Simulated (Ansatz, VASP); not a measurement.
One calculation of SiC, two programs

The input INCAR:

```
SYSTEM = SiC
  PREC = Accurate
  ENCUT = 520
  EDIFF = 1E-6
  ISMEAR = -1
  SIGMA = 0.02
  LREAL = .FALSE.
  LASPH = .TRUE.
  NELM = 100
  ALGO = Normal
  ISIF = 2
  LWAVE = .FALSE.
  LCHARG = .FALSE.
  GGA = PE
  NBANDS = 11
```

Contents of KPOINTS:

```
regular mesh
0
G
  10 10 10
  0 0 0
```

POSCAR

```
SiC
1.0
    0.0000000000      2.1780523525      2.1283927589
    2.1780523525      0.0000000000      2.1283927589
    2.1780523525      2.1780523525      0.0000000000
Si C
1 1
Direct
    0.0000000000      0.0000000000      0.0000000000
    0.2500000000      0.2500000000      0.2500000000
```

Input for Ansatz:

```yaml
crystal:
  lattice:
    - [0.0, 2.1780523525, 2.1283927589]
    - [2.1780523525, 0.0, 2.1283927589]
    - [2.1780523525, 2.1780523525, 0.0]
  atoms:
    - { symbol: Si, position: [0.0, 0.0, 0.0] }
    - { symbol: C, position: [0.25, 0.25, 0.25] }
kpoints:
  mp_grid: { grid: [10, 10, 10] }
  band_path:
    path:
      - [0.0, 0.0, 0.0]
      - [-0.5, -0.5, 0.0]
      - [-0.375, -0.375, 0.25]
      - [-0.375, 0.0, 0.375]
      - [0.0, 0.0, 0.5]
      - [-0.5, -0.25, 0.25]
    npoints: 1
hamiltonian:
  xc: pbe
scf:
  occupations: { method: fermi_dirac, width: 0.02 }
  n_extra_bands: 4
output:
  forces: true
  stress: true
  eigenvalues: true
```

Change from the starting cell: uniaxial_z strain -2.3%.

Alike in both runs: task single point; functional PBE; k mesh 10 × 10 × 10; occupations fermi-dirac, width 0.02 eV; no spin polarisation.

|  | VASP | Ansatz |
| --- | --- | --- |
| version | VASP 6.6.1 | Ansatz 0.2.0 |
| potentials or method | VASP PAW PBE potentials, release 64 (Si, C) | plane waves, PAW |
| plane-wave cutoff (eV) | 520 | 420 |
| valence electrons in the cell | 8 | 8 |

```tsv
	VASP	Ansatz	Ansatz less VASP
gap on the k mesh at the Fermi level (eV)	1.09	1.10	+0.003
pressure (GPa)	8.9	9.0	+0.07
traceless stress, the component that is largest in VASP (GPa)	3.77	3.76	-0.010
```

With one functional, cell and mesh, what is left measures potentials, basis and numerics.
